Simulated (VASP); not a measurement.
Ba, 1 atom in the cell. The structure is cubic, space group Im-3m (No. 229). The conventional cell has a = 4.962 Å, b = 4.962 Å, c = 4.962 Å, α = 90.00°, β = 90.00°, γ = 90.00°. Within 5.6 Å of Ba (site symmetry m-3m) lie 14 Ba at 4.30 to 4.96 Å.  This cell differs from its parent crystal: volume scaled by 0.97.

* Program: VASP 6.6.1
* Task: single point
* Functional: PBE
* Potentials or basis: VASP PAW PBE potentials, release 64 (Ba_sv)
* Cutoff: 520 eV
* k mesh: 12 × 12 × 12
* Occupations: gaussian, width 0.1 eV
* Spin: no spin polarisation
* Dipole correction: no
* Further INCAR settings: ALGO = Normal; EDIFF = 1e-06; NBANDS = 11

Potentials or basis: VASP PAW PBE potentials, release 64 (Ba_sv).

Run with:

```bash
$ cat potpaw_PBE.64/Ba_sv/POTCAR > POTCAR
$ mpirun -np 1 vasp_std > vasp.out
```

Hardware: 1 thread of Intel(R) Xeon(R) Platinum 8375C CPU @ 2.90GHz (Ice Lake), with other jobs on the host.

Estimate the wall time of this run.

It took 19 s on 1 thread of Intel(R) Xeon(R) Platinum 8375C CPU @ 2.90GHz (Ice Lake) (shared host), peak memory 0.2 GiB. Counts: scf iterations 11, k points 72.
